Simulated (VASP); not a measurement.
## Bi: single point with PBEsol

Bi:

```
Bi
1.0
     3.55702   -3.19402    0.00000
     3.55702    3.19402    0.00000
    -1.28495    0.00000    3.17462
Bi
2
Direct
  0.75306 0.75306 0.85738
  0.24694 0.24694 0.14262
```

This cell differs from its parent crystal: volume scaled by 1.06.

* Program: VASP 6.6.1
* Task: single point
* Functional: PBEsol
* Potentials or basis: VASP PAW PBE potentials, release 64 (Bi_d)
* Cutoff: 520 eV
* k mesh: 6 × 6 × 9
* Occupations: fermi-dirac, width 0.05 eV
* Spin: no spin polarisation
* Dipole correction: no
* Further INCAR settings: ALGO = Fast; EDIFF = 1e-06; NBANDS = 22

```yaml
Pressure: -4.7 GPa
Largest_force: 0.133 eV/Å
Band_gap_on_the_k_mesh: zero (band 15 reaches 8.92 eV, above the bottom of band 16 at 4.37 eV)
```

Forces on the atoms (eV/Å):
```
Bi   0.111  0.000  0.073
Bi  -0.111  0.000 -0.073
```

Stress tensor (GPa, compression positive):
```
-4.61  0.00 -0.21
 0.00 -5.40  0.00
-0.21  0.00 -4.16
```

Levels at points of the mesh, in eV from the Fermi level:
```
           k point  band 13  band 14  band 15  band 16  band 17  band 18
(0.00, 0.00, 0.00)    -2.83    -2.56     2.87     2.92     3.54     3.86
(0.50, 0.00, 0.00)    -1.06    -0.94    -0.68    -0.57     3.25     4.28
(0.50, 0.50, 0.00)    -4.57    -4.55     3.00     3.70     4.83     5.15
```

Wall time 68 s on 1 thread of Intel(R) Xeon(R) 6975P-C (Granite Rapids) (shared host), peak memory 0.25 GiB.

Caveat: the PAW data sets were made with another functional, which shifts forces and pressure a little; spin-orbit coupling is left out, which moves the levels of the heavy elements.
